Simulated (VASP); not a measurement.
BP:

```
CELL_PARAMETERS angstrom
1.94332 -2.93771 0.00000
1.94332 2.93771 0.00000
0.00000 0.00000 4.58069
ATOMIC_POSITIONS crystal
B 0.66667 0.66667 0.50000
B 0.33333 0.33333 0.50000
P 0.83764 0.16236 0.00000
P 0.16236 0.83764 0.00000
```

* Program: VASP 6.6.1
* Task: relaxation of cell and atoms
* Functional: PBE
* Potentials or basis: VASP PAW PBE potentials, release 64 (B, P)
* Cutoff: 600 eV
* k mesh: 6 × 6 × 4
* Occupations: gaussian, width 0.1 eV
* Spin: no spin polarisation

At the start: pressure 22.3 GPa; volume 13.08 Å³/atom.

Question: Where does the relaxation end?

Answer: Over 70 steps the energy falls by 1687.8 meV/atom and the volume is 11.83 Å³/atom (-9.5 %); space group Cmmm (No. 65, to 0.05 Å).

The path:
```csv
step,energy change (eV),largest force (eV/Å),pressure (GPa),volume (Å³)
1,0.0000,15.3888,22.26,52.30
3,-2.8010,1.0630,-10.93,58.81
5,-3.6297,1.5876,1.82,51.09
7,-4.4722,3.1915,13.62,45.23
9,-4.8902,5.7486,41.28,38.43
11,-5.0109,3.2668,45.82,37.92
13,-5.5305,1.6733,33.06,39.62
15,-6.0275,2.2252,-1.38,47.87
17,-6.1243,1.5043,6.23,45.09
19,-6.2480,0.2343,1.66,46.88
21,-6.2603,0.7021,0.20,47.68
23,-6.3216,0.1278,-1.20,48.66
25,-6.3279,0.1267,-0.86,48.58
27,-6.3359,0.0988,1.03,47.82
29,-6.3397,0.1879,0.19,48.18
31,-6.3429,0.0949,-0.41,48.53
33,-6.3543,0.1470,0.17,48.55
35,-6.6016,0.8831,1.50,48.39
37,-6.6229,0.9553,3.68,48.27
39,-6.6233,0.9592,3.90,48.26
41,-6.6237,0.9547,4.02,48.27
43,-6.6237,0.9530,4.06,48.27
45,-6.6249,0.9433,4.03,48.28
47,-6.6302,0.8992,3.85,48.31
49,-6.6498,0.7264,3.18,48.45
51,-6.7027,0.2151,0.74,48.98
53,-6.7197,0.4931,-1.49,49.57
55,-6.7397,0.0184,-1.28,49.36
57,-6.7406,0.1175,-1.21,49.30
59,-6.7432,0.1377,0.10,48.75
61,-6.7454,0.1047,0.05,48.52
63,-6.7469,0.2189,-0.07,48.14
65,-6.7496,0.0449,-0.17,47.81
67,-6.7503,0.0712,-0.17,47.60
69,-6.7506,0.0734,-0.10,47.51
70,-6.7510,0.0356,0.11,47.33
```

Final structure:
```
B P
1.0
     1.74744   -4.69303    0.00000
     1.74744    4.69303    0.00000
     0.00000    0.00000    2.88589
B P
2 2
Direct
  0.74204 0.74204 0.50000
  0.25796 0.25796 0.50000
  0.85969 0.14031 0.00000
  0.14031 0.85969 0.00000
```
